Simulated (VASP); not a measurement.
Crystal: Au.

```
Au
1.0
     0.00000    2.03500    2.03500
     2.03500    0.00000    2.03500
     2.03500    2.03500    0.00000
Au
1
Direct
  0.00000 0.00000 0.00000
```

```yaml
Program: VASP 6.6.1
Task: relaxation of cell and atoms
Functional: r2SCAN
Potentials_or_basis: VASP PAW PBE potentials, release 64 (Au)
Cutoff: 600 eV
k_mesh: 24 × 24 × 24
Occupations: fermi-dirac, width 0.1 eV
Spin: no spin polarisation
```

At the start: pressure 7.4 GPa; volume 16.85 Å³/atom.

Problem. Where does the relaxation end?

Solution. Over 17 steps the energy falls by 15.8 meV/atom and the volume is 17.58 Å³/atom (+4.3 %); space group Fm-3m (No. 225, to 0.1 Å) before and after.

Step by step:
| step | energy change (eV) | largest force (eV/Å) | pressure (GPa) | volume (Å³) |
| --- | --- | --- | --- | --- |
| 1 | 0.0000 | 0.0000 | 7.37 | 16.85 |
| 2 | 0.0203 | 0.0000 | -8.61 | 18.82 |
| 3 | -0.0158 | 0.0000 | -0.06 | 17.59 |
| 4 | -0.0158 | 0.0000 | 0.03 | 17.58 |
| 5 | -0.0158 | 0.0000 | 0.02 | 17.58 |
| 6 | -0.0158 | 0.0000 | 0.02 | 17.58 |
| 7 | -0.0158 | 0.0000 | 0.02 | 17.58 |
| 8 | -0.0158 | 0.0000 | 0.02 | 17.58 |
| 9 | -0.0158 | 0.0000 | 0.02 | 17.58 |
| 10 | -0.0158 | 0.0000 | 0.02 | 17.58 |
| 11 | -0.0158 | 0.0000 | 0.02 | 17.58 |
| 12 | -0.0158 | 0.0000 | 0.02 | 17.58 |
| 13 | -0.0158 | 0.0000 | 0.02 | 17.58 |
| 14 | -0.0158 | 0.0000 | 0.02 | 17.58 |
| 15 | -0.0158 | 0.0000 | 0.02 | 17.58 |
| 16 | -0.0158 | 0.0000 | 0.02 | 17.58 |
| 17 | -0.0158 | 0.0000 | 0.01 | 17.58 |

Final structure:
```xyz
1
Lattice="0.0000 2.0638 2.0638 2.0638 0.0000 2.0638 2.0638 2.0638 0.0000" Properties=species:S:1:pos:R:3 pbc="T T T"
Au    0.0000    2.0638    2.0638
```

Caveat: the PAW data sets were made with another functional, which shifts forces and pressure a little.
